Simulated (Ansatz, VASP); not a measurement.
# One calculation of Te2Pb3Se, two programs

```
CELL_PARAMETERS angstrom
4.47706 0.00000 0.00000
-2.23853 3.87725 0.00000
0.00000 0.00000 10.96652
ATOMIC_POSITIONS crystal
Te 0.33333 0.66667 0.66667
Te 0.66667 0.33333 0.33333
Pb 0.66667 0.33333 0.83333
Pb 0.00000 0.00000 0.50000
Pb 0.33333 0.66667 0.16667
Se 0.00000 0.00000 0.00000
```

Alike in both runs: task single point; functional PBE; k mesh 6 × 6 × 2; occupations gaussian, width 0.1 eV; no spin polarisation.

|  | VASP | Ansatz |
| --- | --- | --- |
| version | VASP 6.6.1 | Ansatz 0.2.0 |
| potentials or method | VASP PAW PBE potentials, release 64 (Te, Pb_d, Se), cutoff 520 eV | scalar-relativistic, plane waves, PAW |
| valence electrons in the cell | 60 | 90 |

```csv
,VASP,Ansatz,Ansatz less VASP
gap on the k mesh at the Fermi level (eV),0.56,0.56,-0.005
least direct gap on the mesh (eV),0.57,0.57,-0.004
pressure (GPa),2.9,2.9,+0.03
rms of the force components (eV/Å),0.266,0.265,-0.0001
```

Atom by atom the forces differ by 0.000 eV/Å (rms over components). VASP's potentials hold 60 valence electrons a cell and Ansatz's 90, so a difference there can come from the potentials and not from the codes.

Neither program's run includes spin-orbit coupling.
